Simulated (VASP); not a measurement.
Wanted: the native input for a VASP 6.6.1 run.

```
Task                   : single point
Functional             : PBEsol
Potentials or basis    : VASP PAW PBE potentials, release 64 (Hf_pv, O)
Cutoff                 : 520 eV
k mesh                 : 6 × 6 × 6
Occupations            : gaussian, width 0.05 eV
Spin                   : no spin polarisation
Dipole correction      : no
Further INCAR settings : ALGO = Normal; EDIFF = 1e-07; NBANDS = 31
```

The structure of HfO2 lies in POSCAR:

```
HfO2
1.0
    0.0000000000     -2.5220673945     -2.5220673945
    0.0000000000      2.5220673945     -2.5220673945
    5.0441347890      0.0000000000      0.0000000000
Hf O
2 4
Direct
    0.0000000000      0.0000000000      0.0000000000
    0.5000000000      0.5000000000      0.5000000000
    0.0000000000      0.5000000000      0.6859255822
    0.5000000000      0.0000000000      0.3140744178
    0.0000000000      0.5000000000      0.1859255822
    0.5000000000      0.0000000000      0.8140744178
```

This cell differs from its parent crystal: atoms displaced along a vibrational mode.

One way to write it, as run:

INCAR

```
SYSTEM = HfO2
PREC = Accurate ; ENCUT = 520
EDIFF = 1E-7 ; ISMEAR = 0
SIGMA = 0.05 ; LREAL = .False.
LASPH = .True. ; NELM = 80
ALGO = Normal ; ISIF = 2
LWAVE = .False. ; LCHARG = .False.
GGA = PS ; NBANDS = 31
```

KPOINTS

```
regular mesh
0
Gamma
  6 6 6
  0 0 0
```

Potentials or basis: VASP PAW PBE potentials, release 64 (Hf_pv, O).

The run is started by

```sh
$ cat potpaw_PBE.64/Hf_pv/POTCAR potpaw_PBE.64/O/POTCAR > POTCAR
$ mpirun -np 1 vasp_std > vasp.out
```

Results of the run:

```yaml
Pressure: 7.0 GPa
Largest_force: 0.652 eV/Å
Band_gap_on_the_k_mesh: 4.35 eV (least direct gap 4.45 eV)
```

Caveat: the cell differs from its parent crystal (atoms displaced along a vibrational mode); the cell stands under pressure; the PAW data sets were made with another functional, which shifts forces and pressure a little; spin-orbit coupling is left out, which moves the levels of the heavy elements.

Run time: 94 s on 1 thread of AMD EPYC 9R45 (Zen 5), on a shared host, peak memory 0.18 GiB.
